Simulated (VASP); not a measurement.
Input of a VASP 6.6.1 run:

INCAR

```
PREC = Accurate ; ENCUT = 520
EDIFF = 1E-7 ; ISMEAR = 0
SIGMA = 0.1 ; LREAL = Auto
LASPH = T ; NELM = 80
ALGO = Normal ; ISIF = 2
LWAVE = F ; LCHARG = F
GGA = PE ; NBANDS = 78
```

Contents of KPOINTS:

```
regular mesh
0
Gamma
  5 5 5
```

Contents of POSCAR:

```
Ti8HC8
1.0
    0.0000000000      4.3327798708     -4.3327798708
   -4.3327798708      0.0000000000     -4.3327798708
   -4.3327798708      4.3327798708      0.0000000000
Ti C H
8 8 1
Direct
   -0.0021425044      0.4979853730     -0.0021341957
    0.5055394147      0.4979108250     -0.0021374268
   -0.0020163729      0.0051314631     -0.0020085258
    0.5001873081      0.0003963968     -0.0017597248
   -0.0021413504      0.4979156718      0.5055336448
    0.5001294930      0.4986812311      0.5001336474
   -0.0017534932      0.0003929348      0.5001875389
    0.5001219920      0.0002676111      0.5001256848
    0.7463830604      0.7509420273      0.2508513085
    0.2509013918      0.7509117927      0.2508988530
    0.7500011764      0.2499614641      0.2491709785
    0.2508113803      0.2466763906      0.2508090723
    0.7499629792      0.7491738784      0.7499613636
    0.2508501545      0.7509392577      0.7463899844
    0.7499988684      0.2500350889      0.7499972528
    0.2491629005      0.2499649261      0.7500025612
    0.1253362774      0.6235746058      0.1253522026
```

Potentials or basis: VASP PAW PBE potentials, release 64 (Ti_sv, C, H).

Run with:

```bash
$ cat potpaw_PBE.64/Ti_sv/POTCAR potpaw_PBE.64/C/POTCAR potpaw_PBE.64/H/POTCAR > POTCAR
$ mpirun -np 1 vasp_std > vasp.out
```

Task: Estimate the pressure.

Result: 2.7 GPa.

Task: Predict the largest force.

Result: 0.043 eV/Å.

Task: Predict the band gap on the k mesh.

Result: Zero (an odd number of electrons rules out a gap without spin polarisation).

Forces on the atoms (eV/Å):
```
Ti   0.022 -0.022  0.021
Ti   0.019  0.021 -0.023
Ti  -0.026 -0.019 -0.027
Ti  -0.009  0.016  0.011
Ti  -0.023  0.022  0.020
Ti   0.001 -0.001  0.001
Ti   0.011  0.015 -0.010
Ti   0.000 -0.003  0.000
C    0.001  0.003 -0.001
C    0.001 -0.007  0.002
C    0.002 -0.008  0.000
C    0.003 -0.001  0.003
C    0.000 -0.003  0.000
C   -0.001  0.003  0.001
C    0.003 -0.005  0.003
C    0.000 -0.007  0.002
H   -0.002 -0.005 -0.003
```

Caveat: an odd number of electrons without spin polarisation forces a metal; a magnetic or distorted state may lie lower.
